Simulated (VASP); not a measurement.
Wanted: the native input for a VASP 6.6.1 run.

| Item | Value |
| --- | --- |
| Task | single point |
| Functional | PBEsol |
| Potentials or basis | VASP PAW PBE potentials, release 64 (Sc_sv, Al) |
| Cutoff | 520 eV |
| k mesh | 14 × 14 × 14 |
| Occupations | gaussian, width 0.1 eV |
| Spin | no spin polarisation |
| Dipole correction | no |
| Further INCAR settings | ALGO = Normal; EDIFF = 1e-06; NBANDS = 14 |

The structure of ScAl lies in POSCAR:

```
ScAl
1.0
    3.3703489700      0.0000000000      0.0000000000
    0.0000000000      3.3703489700      0.0000000000
    0.0000000000      0.0000000000      3.3703489700
Sc Al
1 1
Direct
    0.5000000000      0.5000000000      0.5000000000
    0.0000000000      0.0000000000      0.0000000000
```

The input as run:

INCAR

```
SYSTEM = ScAl
PREC = Accurate ; ENCUT = 520
EDIFF = 1E-6 ; ISMEAR = 0
SIGMA = 0.1 ; LREAL = .FALSE.
LASPH = .TRUE. ; NELM = 100
ALGO = Normal ; ISIF = 2
LWAVE = .FALSE. ; LCHARG = .FALSE.
GGA = PS ; NBANDS = 14
```

KPOINTS

```
regular mesh
0
G
  14 14 14
  0 0 0
```

Potentials or basis: VASP PAW PBE potentials, release 64 (Sc_sv, Al).

Command:

```bash
$ cat potpaw_PBE.64/Sc_sv/POTCAR potpaw_PBE.64/Al/POTCAR > POTCAR
$ mpirun -np 1 vasp_std > vasp.out
```

Results of the run:

| Item | Value |
| --- | --- |
| Pressure | -1.7 GPa |
| Band gap on the k mesh | zero (bands 7 and 8 overlap by 1.16 eV) |

Caveat: the PAW data sets were made with another functional, which shifts forces and pressure a little.

It took 85 s on 1 thread of Intel Xeon 8259CL, on a shared host, peak memory 0.21 GiB.
